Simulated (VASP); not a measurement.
# LiH (P6_3/mmc) in VASP: a series of runs

The runs below take LiH through single point, with PBE, r2SCAN.

All numbers are computed with VASP 6.6.1; they aren't measurements. Logs are shortened: lines on timing, memory, paths and dates and some standing lists are left out, and cuts for length are marked.

## 1. The cell of the first run

It takes space group P6_3/mmc (No. 194, hexagonal). The conventional cell has a = 3.095 Å, b = 3.095 Å, c = 4.144 Å, α = 90.00°, β = 90.00°, γ = 120.00°. Li (site symmetry -6m2) has 5 H at 1.79 to 2.07 Å within 2.4 Å. Within 2.4 Å of H (site symmetry -6m2) lie 5 Li at 1.79 to 2.07 Å.

## 2. Single point, PBE (epitaxial xy strain -5.0%)

INCAR

```
ALGO = Normal ; EDIFF = 1E-6
ENCUT = 520 ; GGA = PE
ISIF = 2 ; ISMEAR = -1
LASPH = T ; LCHARG = T
LELF = T ; LREAL = F
LVHAR = T ; LWAVE = F
NBANDS = 12 ; NELM = 60
PREC = Accurate ; SIGMA = 0.02
```

KPOINTS

```
k-points
0
Gamma
  12 12 6
```

POSCAR

```
LiH
1.0
    3.0946661806      0.0000000000      0.0000000000
   -1.5473330903      2.6800595286      0.0000000000
    0.0000000000      0.0000000000      4.1440566415
Li H
2 2
Direct
    0.3333333333      0.6666666667     -0.0625000000
    0.6666666667      0.3333333333      0.4375000000
    0.3333333333      0.6666666667      0.4375000000
    0.6666666667      0.3333333333      0.9375000000
```

Potentials or basis: VASP PAW PBE potentials, release 64 (Li_sv, H).

Command:

```
> cat potpaw_PBE.64/Li_sv/POTCAR potpaw_PBE.64/H/POTCAR > POTCAR
> mpirun -np 1 vasp_std > vasp.out
```

OUTCAR:

```text
EDIFF = 1E-6
   ENCUT = 520
   GGA = PE
   ISIF = 2
   ISMEAR = -1
   LASPH = T
   LREAL = F
   NELM = 60
   PREC = Accurate

 ion  position               nearest neighbor table
   1  0.333  0.667  0.938-
   2  0.667  0.333  0.438-
   3  0.333  0.667  0.438-
   4  0.667  0.333  0.938-

  LATTYP: Found a hexagonal cell.
 ALAT       =     3.0946661806
 C/A-ratio  =     1.3390964969

  Lattice vectors:

 A1 = (   3.0946661806,   0.0000000000,   0.0000000000)
 A2 = (  -1.5473330903,   2.6800595286,   0.0000000000)
 A3 = (   0.0000000000,   0.0000000000,   4.1440566415)

Analysis of symmetry for initial positions (statically):
=====================================================================
 Subroutine PRICEL returns:
 Original cell was already a primitive cell.

 Routine SETGRP: Setting up the symmetry group for a
 hexagonal supercell.

 Subroutine GETGRP returns: Found 24 space group operations
 (whereof  6 operations were pure point group operations)
 out of a pool of 24 trial point group operations.

The static configuration has the point symmetry C_3v.
 The point group associated with its full space group is D_6h.

Analysis of symmetry for dynamics (positions and initial velocities):
=====================================================================
 Subroutine PRICEL returns:
 Original cell was already a primitive cell.

 Routine SETGRP: Setting up the symmetry group for a
 hexagonal supercell.

 Subroutine GETGRP returns: Found 24 space group operations
 (whereof  6 operations were pure point group operations)
 out of a pool of 24 trial point group operations.

The dynamic configuration has the point symmetry C_3v.
 The point group associated with its full space group is D_6h.

 Subroutine INISYM returns: Found 24 space group operations
 (whereof  6 operations are pure point group operations),
 and found     1 'primitive' translations

----------------------------------------------------------------------------------------

                                     Primitive cell

  volume of cell :      34.3703

  direct lattice vectors                    reciprocal lattice vectors
     3.094666181  0.000000000  0.000000000     0.323136630  0.186563020  0.000000000
    -1.547333090  2.680059529  0.000000000     0.000000000  0.373126040  0.000000000
     0.000000000  0.000000000  4.144056641     0.000000000  0.000000000  0.241309443

  length of vectors
     3.094666181  3.094666181  4.144056641     0.373126040  0.373126040  0.241309443

  position of ions in fractional coordinates (direct lattice)
     0.333333333  0.666666667  0.937500000
     0.666666667  0.333333333  0.437500000
     0.333333333  0.666666667  0.437500000
     0.666666667  0.333333333  0.937500000

  ion indices of the primitive-cell ions
   primitive index   ion index
                 1           1
                 2           2
                 3           3
                 4           4

----------------------------------------------------------------------------------------

 KPOINTS: k-points

Automatic generation of k-mesh.
 Grid dimensions read from file:
 generate k-points for:   12   12    6

 Generating k-lattice:

  Cartesian coordinates                     Fractional coordinates (reciprocal lattice)
     0.026928052  0.015546918  0.000000000     0.083333333  0.000000000  0.000000000
     0.000000000  0.031093837  0.000000000     0.000000000  0.083333333  0.000000000
     0.000000000  0.000000000  0.040218241     0.000000000  0.000000000  0.166666667

  Length of vectors
     0.031093837  0.031093837  0.040218241

  Shift w.r.t. Gamma in fractional coordinates (k-lattice)
     0.000000000  0.000000000  0.000000000

 Subroutine IBZKPT returns following result:
 ===========================================

 Found     76 irreducible k-points:

 Following reciprocal coordinates:
            Coordinates               Weight
  0.000000  0.000000  0.000000      1.000000
  0.083333  0.000000  0.000000      6.000000
  0.166667  0.000000  0.000000      6.000000
  0.250000  0.000000  0.000000      6.000000
  0.333333  0.000000  0.000000      6.000000
  0.416667  0.000000  0.000000      6.000000
[... 16 lines left out ...]
  0.250000  0.000000  0.166667     12.000000
  0.333333  0.000000  0.166667     12.000000
 [... further k-points ...]
   k-points           NKPTS =     76   k-points in BZ     NKDIM =     76   number of bands    NBANDS=     12
   number of dos      NEDOS =    301   number of ions     NIONS =      4
   total plane-waves  NPLWV =  18432
   dimension x,y,z NGX =    24 NGY =   24 NGZ =   32
   dimension x,y,z NGXF=    48 NGYF=   48 NGZF=   64
   ions per type =               2   2
   NGX,Y,Z   is equivalent  to a cutoff of  12.89, 12.89, 12.84 a.u.
   NGXF,Y,Z  is equivalent  to a cutoff of  25.79, 25.79, 25.67 a.u.
 SYSTEM =  unknown system
   PREC   = accura    normal or accurate (medium, high low for compatibility)
   ISTART =      0    job   : 0-new  1-cont  2-samecut
   ICHARG =      2    charge: 1-file 2-atom 10-const
   ISPIN  =      1    spin polarized calculation?
   LNONCOLLINEAR =      F non collinear calculations
   LSORBIT =      F    spin-orbit coupling
   LASPH  =      T    aspherical Exc in radial PAW
   ENCUT  =  520.0 eV  38.22 Ry    6.18 a.u.   5.75  5.75  7.71*2*pi/ulx,y,z
   NELM   =     60;   NELMIN=  2; NELMDL= -5     # of ELM steps
   EDIFF  = 0.1E-05   stopping-criterion for ELM
   LREAL  =      F    real-space projection
   EDIFFG = 0.1E-04   stopping-criterion for IOM
   NSW    =      0    number of steps for IOM
   IBRION =     -1    ionic relax: 0-MD 1-quasi-New 2-CG
   NFREE  =      0    steps in history (QN), initial steepest desc. (CG)
   ISIF   =      2    stress and relaxation
   ISYM   =      2    0-nonsym 1-usesym 2-fastsym
   POTIM  = 0.5000    time-step for ionic-motion
   TEBEG  =    0.0;   TEEND  =   0.0 temperature during run
   PSTRESS=    0.0 pullay stress
   NELECT =       8.0000    total number of electrons
   NUPDOWN=      -1.0000    fix difference up-down
   EMIN   =  10.00;   EMAX   =-10.00  energy-range for DOS
   EFERMI =   0.00;   METHOD = LEGACY
   ISMEAR =    -1;   SIGMA  =   0.02  broadening in eV -4-tet -1-fermi 0-gaus
   EFERMI_NEDOS =   21; number of points for ismear=-14 and -15
   IALGO  =     38    algorithm
   IMIX   =      4    mixing-type and parameters
     AMIX     =   0.40;   BMIX     =  1.00
     AMIX_MAG =   1.60;   BMIX_MAG =  1.00
  volume/ion in A,a.u.               =       8.59        57.99
  Fermi-wavevector in a.u.,A,eV,Ry     =   1.007033  1.903016 13.797867  1.014115
  Thomas-Fermi vector in A             =   2.139812
   LORBIT       =      0    0 simple, 1 ext, 2 COOP (PROOUT), +10 PAW based schemes
   GGA     = PE    functional components
   LHFCALC =     F    Hartree Fock is set to
   AEXX    =    0.0000 exact exchange contribution
   IVDW    =     0    specifies the selected vdW correction
   LEPSILON=     F    determine dielectric tensor
   LRPA    =     F    only Hartree local field effects (RPA)
 non-spin polarized calculation
  energy-cutoff  :      520.00
  volume of cell :       34.37
 maximum number of plane-waves:       942
 NGX is ok and might be reduce to    24
   NGX = 11   NGY = 11   NGZ = 15

 number of electron       7.9999980 magnetization

 Free energy of the ion-electron system (eV)
  ---------------------------------------------------
  ext. energy  EPLUGINS =         0.00000000
  ---------------------------------------------------
  free energy    TOTEN  =       -12.11497608 eV

  energy without entropy =      -12.11497608  energy(sigma->0) =      -12.11497608

 E-fermi :   0.2584     XC(G=0):  -8.1488

 val. band max:       -0.1183056774   @ k =   0.0000   0.0000   0.0000
 cond. band min:       2.0840965869   @ k =   0.3333   0.3333   0.0000
 fundamental gap:      2.2024022643
 Fermi energy:         0.2583675704

 k-point     1 :       0.0000    0.0000    0.0000
  band No.  band energies     occupation
      1     -44.3396      2.00000
      2     -44.2732      2.00000
      3      -5.3168      2.00000
      4      -0.1183      2.00000
      5       2.6369      0.00000
      6      12.1375      0.00000
      7      12.1375      0.00000
      8      12.5505      0.00000
      9      14.8896      0.00000
     10      14.8896      0.00000
     11      16.3177      0.00000
     12      18.9877      0.00000

 k-point     2 :       0.0833    0.0000    0.0000
  band No.  band energies     occupation
      1     -44.3377      2.00000
      2     -44.2732      2.00000
      3      -5.2297      2.00000
      4      -0.1493      2.00000
      5       2.7770      0.00000
      6      10.9034      0.00000
      7      11.4929      0.00000
      8      12.3458      0.00000
      9      15.6603      0.00000
     10      15.8013      0.00000
     11      16.0725      0.00000
     12      18.3342      0.00000

 k-point     3 :       0.1667    0.0000    0.0000
  band No.  band energies     occupation
      1     -44.3323      2.00000
      2     -44.2738      2.00000
      3      -4.9691      2.00000
      4      -0.2558      2.00000
      5       3.1960      0.00000
      6       8.8616      0.00000
      7      10.4484      0.00000
      8      12.1296      0.00000
      9      15.4502      0.00000
     10      16.2968      0.00000
     11      16.3267      0.00000
     12      16.4283      0.00000
[... 286 lines left out ...]
 k-point    23 :       0.2500    0.0000    0.1667
  band No.  band energies     occupation
      1     -44.3210      2.00000
      2     -44.2783      2.00000
      3      -4.3959      2.00000
      4      -1.1197      2.00000
      5       4.7110      0.00000
      6       7.3942      0.00000
      7       9.7710      0.00000
      8      10.7417      0.00000
      9      14.2561      0.00000
     10      14.9340      0.00000
     11      15.2166      0.00000
     12      16.6005      0.00000

 k-point    24 :       0.3333    0.0000    0.1667
  band No.  band energies     occupation
      1     -44.3127      2.00000
      2     -44.2798      2.00000
      3      -3.8281      2.00000
      4      -1.2705      2.00000
      5       4.8322      0.00000
      6       6.5755      0.00000
      7       9.0982      0.00000
      8       9.4309      0.00000
      9      13.1497      0.00000
     10      14.3290      0.00000
     11      15.2959      0.00000
     12      16.3998      0.00000

 [... further k-points ...]

------------------------ aborting loop because EDIFF is reached ----------------------------------------

  FORCE on cell =-STRESS in cart. coord.  units (eV):
  Direction    XX          YY          ZZ          XY          YZ          ZX
  --------------------------------------------------------------------------------------
  -------------------------------------------------------------------------------------
  Total        0.9460282      0.9460282     -0.0042411     -0.0000000      0.0000000      0.0000000
  in kB       44.0992000     44.0992000     -0.1976987     -0.0000000      0.0000000      0.0000000
  external PRESSURE =      29.3335671 kB  Pullay stress =       0.0000000 kB

 VOLUME and BASIS-vectors are now :
 -----------------------------------------------------------------------------
  energy-cutoff  :      520.00
  volume of cell :       34.37
      direct lattice vectors                 reciprocal lattice vectors
     3.094666181  0.000000000  0.000000000     0.323136630  0.186563020  0.000000000
    -1.547333090  2.680059529  0.000000000     0.000000000  0.373126040  0.000000000
     0.000000000  0.000000000  4.144056641     0.000000000  0.000000000  0.241309443

 POSITION                                       TOTAL-FORCE (eV/Angst)
 -----------------------------------------------------------------------------------
     -0.00000      1.78671      3.88505        -0.000000      0.000000     -0.000000
      1.54733      0.89335      1.81302         0.000000     -0.000000      0.000000
     -0.00000      1.78671      1.81302         0.000000      0.000000      0.000000
      1.54733      0.89335      3.88505        -0.000000      0.000000      0.000000
 -----------------------------------------------------------------------------------
    total drift:                               -0.000000      0.000000      0.000000

  FREE ENERGIE OF THE ION-ELECTRON SYSTEM (eV)
  ---------------------------------------------------
  free  energy   TOTEN  =       -12.1149760770 eV

  energy  without entropy=      -12.1149760769  energy(sigma->0) =      -12.11497608
```

Wall time 12 s (1 thread of Intel Xeon Platinum 8375C at 2.90GHz (Ice Lake), shared host); peak memory 0.15 GiB.

What came out:

```yaml
Free_energy: -12.1150 eV
Band_gap_on_the_k_mesh: 2.20 eV (least direct gap 2.76 eV)
```

Levels at points of the mesh, in eV from the valence-band top:
```tsv
k point	band 2	band 3	band 4	band 5	band 6	band 7
(0.00, 0.00, 0.00)	-44.15	-5.20	0.00	2.76	12.26	12.26
(0.50, 0.00, 0.00)	-44.16	-2.57	-1.93	5.03	6.98	8.44
(0.00, 0.00, 0.50)	-44.19	-3.72	-3.72	9.72	9.72	14.16
(0.50, 0.00, 0.50)	-44.17	-2.26	-2.26	4.71	4.71	10.52
```

Caveat: the cell differs from its parent crystal (epitaxial xy strain -5.0%); the cutoff is under 1.25 times the usual one of these potentials, so pressure, stress and relaxed cells hold a basis-set (Pulay) error. A k mesh can miss the band edges.

## 3. Single point, PBE (biaxial xy strain -0.3%)

INCAR

```
  ALGO = Normal
  EDIFF = 1E-7
  ENCUT = 520
  GGA = PE
  ISIF = 2
  ISMEAR = -1
  LASPH = T
  LCHARG = T
  LELF = T
  LREAL = F
  LVHAR = T
  LWAVE = F
  NBANDS = 12
  NELM = 100
  PREC = Accurate
  SIGMA = 0.02
```

KPOINTS is that of step 2.

POSCAR

```
LiH
1.0
    3.2450855152      0.0000000000      0.0000000000
   -1.6225427576      2.8103264936      0.0000000000
    0.0000000000      0.0000000000      4.0684421498
Li H
2 2
Direct
    0.3333333333      0.6666666667     -0.0625000000
    0.6666666667      0.3333333333      0.4375000000
    0.3333333333      0.6666666667      0.4375000000
    0.6666666667      0.3333333333      0.9375000000
```

Potentials or basis: VASP PAW PBE potentials, release 64 (Li_sv, H).

Command:

```
> cat potpaw_PBE.64/Li_sv/POTCAR potpaw_PBE.64/H/POTCAR > POTCAR
> mpirun -np 1 vasp_std > vasp.out
```

Wall time 14 s (1 thread of Intel Xeon Platinum 8375C at 2.90GHz (Ice Lake), shared host); peak memory 0.15 GiB.

Results (log left out):

```
Free energy            : -12.1623 eV
Band gap on the k mesh : 1.84 eV (least direct gap 3.05 eV)
```

Levels at points of the mesh, in eV from the valence-band top:
```csv
k point,band 1,band 2,band 3,band 4,band 5,band 6,band 7,band 8
"(0.00, 0.00, 0.00)",-44.60,-44.55,-5.24,0.00,3.05,10.77,10.77,11.45
"(0.50, 0.00, 0.00)",-44.58,-44.56,-2.79,-2.06,4.51,6.78,7.36,8.66
"(0.00, 0.00, 0.50)",-44.58,-44.58,-3.73,-3.73,9.58,9.58,12.79,12.79
"(0.50, 0.00, 0.50)",-44.57,-44.57,-2.43,-2.43,4.31,4.31,9.54,9.54
```

Caveat: the cell differs from its parent crystal (biaxial xy strain -0.3%); the cutoff is under 1.25 times the usual one of these potentials, so pressure, stress and relaxed cells hold a basis-set (Pulay) error. A k mesh can miss the band edges.

## 4. Single point, r2SCAN (epitaxial xy strain -5.0%)

POSCAR

```
LiH
1.0
    3.0946661806      0.0000000000      0.0000000000
   -1.5473330903      2.6800595286      0.0000000000
    0.0000000000      0.0000000000      4.1440566415
Li H
2 2
Direct
    0.3333333333      0.6666666667     -0.0625000000
    0.6666666667      0.3333333333      0.4375000000
    0.3333333333      0.6666666667      0.4375000000
    0.6666666667      0.3333333333      0.9375000000
```

INCAR.step1

```
PREC = Accurate
ENCUT = 520
ISMEAR = 0
SIGMA = 0.01
LREAL = F
LASPH = T
NELM = 100
NBANDS = 12
GGA = PE
ALGO = Normal
EDIFF = 1E-4
LWAVE = T
LCHARG = F
```

INCAR.step2

```
PREC = Accurate
ENCUT = 520
EDIFF = 1E-6
ISMEAR = 0
SIGMA = 0.01
LREAL = F
LASPH = T
NELM = 100
ALGO = Normal
ISIF = 2
LWAVE = F
LCHARG = F
METAGGA = R2SCAN
LMIXTAU = T
NBANDS = 12
ISTART = 1
```

KPOINTS

```
regular mesh
0
Gamma
  12 12 6
```

Command:

```
> cat potpaw_PBE.64/Li_sv/POTCAR potpaw_PBE.64/H/POTCAR > POTCAR
> cp INCAR.step1 INCAR
> mpirun -np 1 vasp_std > vasp.out
> cp INCAR.step2 INCAR
> mpirun -np 1 vasp_std > vasp.out
```

Wall time 79 s (1 thread of Intel Xeon Platinum 8375C at 2.90GHz (Ice Lake), shared host); peak memory 0.16 GiB.

It converged, with:

* Free energy: -13.4835 eV
* Band gap on the k mesh: 2.71 eV (least direct gap 3.29 eV)

Levels at points of the mesh, in eV from the valence-band top:
```csv
k point,band 2,band 3,band 4,band 5,band 6,band 7
"(0.00, 0.00, 0.00)",-45.52,-5.26,0.00,3.28,13.26,13.26
"(0.50, 0.00, 0.00)",-45.53,-2.63,-1.91,5.53,7.67,9.17
"(0.00, 0.00, 0.50)",-45.55,-3.74,-3.74,10.48,10.48,15.36
"(0.50, 0.00, 0.50)",-45.54,-2.30,-2.30,5.30,5.30,11.36
```

Caveat: the cell differs from its parent crystal (epitaxial xy strain -5.0%); the cutoff is under 1.25 times the usual one of these potentials, so pressure, stress and relaxed cells hold a basis-set (Pulay) error; the PAW data sets were made with another functional, which shifts forces and pressure a little.

## 5. Summary

| level | cell | smearing | gap on the mesh (eV) |
| --- | --- | --- | --- |
| PBE | a = 3.095, b = 3.095, c = 4.144 Å, angles 90.0, 90.0, 120.0°, 4 atoms | fermi-dirac 0.02 eV | 2.20 |
| PBE | a = 3.245, b = 3.245, c = 4.068 Å, angles 90.0, 90.0, 120.0°, 4 atoms | fermi-dirac 0.02 eV | 1.84 |
| r2SCAN | a = 3.095, b = 3.095, c = 4.144 Å, angles 90.0, 90.0, 120.0°, 4 atoms | gaussian 0.01 eV | 2.71 |

Alike in all rows: task single point; potentials or basis VASP PAW PBE potentials, release 64 (Li_sv, H); no spin polarisation; k mesh 12 × 12 × 6; cutoff (eV) 520.

Caveats: the cutoff is under 1.25 times the usual one of these potentials, so pressure, stress and relaxed cells hold a basis-set (Pulay) error; the PAW data sets were made with another functional, which shifts forces and pressure a little (at least some runs).

Total energies depend on the potentials used, so only differences within one code and one set of settings carry meaning.
